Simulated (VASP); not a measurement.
## InPd: single point with PBEsol

The system is InPd.

```
In Pd
1.0
     3.28445    0.00000    0.00000
     0.00000    3.28445    0.00000
     0.00000    0.00000    3.17098
In Pd
1 1
Direct
  0.97516 0.00000 0.00000
  0.52680 0.50000 0.50000
```

This cell differs from its parent crystal: mode 4 frozen in at -0.087 Å, strain +e along z and -e/2 along x and y -0.0233.

| Item | Value |
| --- | --- |
| Program | VASP 6.6.1 |
| Task | single point |
| Functional | PBEsol |
| Potentials or basis | VASP PAW PBE potentials, release 64 (In_d, Pd) |
| Cutoff | 520 eV |
| k mesh | 14 × 14 × 14 |
| Occupations | gaussian, width 0.15 eV |
| Spin | no spin polarisation |
| Dipole correction | no |
| Further INCAR settings | ALGO = Fast; EDIFF = 1e-06; NBANDS = 18 |

The pressure is 1.9 GPa and the largest force is 0.761 eV/Å.

Forces in eV/Å, atoms in the order of the input:
```
In   0.761  0.000  0.000
Pd  -0.761  0.000  0.000
```

Stress tensor (GPa, compression positive):
```
0.59 0.00 0.00
0.00 1.93 0.00
0.00 0.00 3.12
```

Levels at points of the mesh, in eV from the Fermi level:
```
           k point  band 8  band 9  band 10  band 11  band 12  band 13  band 14  band 15  band 16  band 17
(0.00, 0.00, 0.00)   -4.00   -2.47    -2.37    -2.37     3.84     3.99     4.85     9.30    10.41    11.14
(0.50, 0.00, 0.00)   -4.03   -3.50    -3.27    -2.45    -1.29     9.12     9.79     9.96    10.59    11.07
(0.00, 0.50, 0.00)   -4.01   -3.45    -3.29    -2.42    -1.34     8.57    10.08    10.15    10.43    11.41
(0.50, 0.50, 0.00)   -2.76   -2.72    -2.64    -2.53    -1.87     1.35     2.20    10.11    11.71    11.75
(0.00, 0.00, 0.50)   -3.93   -3.52    -3.45    -2.52    -0.96     8.86     9.66    10.16    10.22    10.63
(0.50, 0.00, 0.50)   -2.91   -2.82    -2.44    -2.37    -1.75     1.56     2.57     9.37    11.11    11.22
(0.00, 0.50, 0.50)   -2.99   -2.99    -2.39    -2.25    -1.77     1.57     2.60     9.46    11.18    11.32
(0.50, 0.50, 0.50)   -5.08   -1.82    -1.69    -0.04     3.35     3.44     3.76     4.56     4.60     4.87
```

Wall time 2 min on 1 thread of Intel Xeon 6975P-C, with other jobs on the host, peak memory 0.41 GiB.

Caveat: the cell differs from its parent crystal (mode 4 frozen in at -0.087 Å, strain +e along z and -e/2 along x and y -0.0233); the PAW data sets were made with another functional, which shifts forces and pressure a little; spin-orbit coupling is left out, which moves the levels of the heavy elements.
